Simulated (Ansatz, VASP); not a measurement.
## InAs in VASP and in Ansatz

```
CELL_PARAMETERS angstrom
0.00000 3.04373 3.04373
3.04373 0.00000 3.04373
3.04373 3.04373 0.00000
ATOMIC_POSITIONS crystal
In 0.00000 0.00000 0.00000
As 0.75000 0.75000 0.75000
```

Alike in both runs: task single point; functional PBEsol; k mesh 18 × 18 × 18; occupations gaussian, width 0.15 eV; no spin polarisation.

```csv
,VASP,Ansatz
version,VASP 6.6.1,Ansatz 0.2.0
potentials or method,"VASP PAW PBE potentials, release 64 (In_d, As), cutoff 520 eV","scalar-relativistic, plane waves, PAW"
valence electrons in the cell,18,28
```

VASP gave:

* gap on the k mesh at the Fermi level (eV): none
* pressure (GPa): 0.1

What did Ansatz give for the same quantities?

gap on the k mesh at the Fermi level (eV): none; pressure (GPa): 0.0.

VASP's potentials were made for PBE, not for PBEsol. A gap of «none» marks a metal or a gap that the smearing closes. The functional is the same, so the differences come from potentials, cutoffs and numerics. VASP's potentials hold 18 valence electrons a cell and Ansatz's 28, so a difference there can come from the potentials and not from the codes.
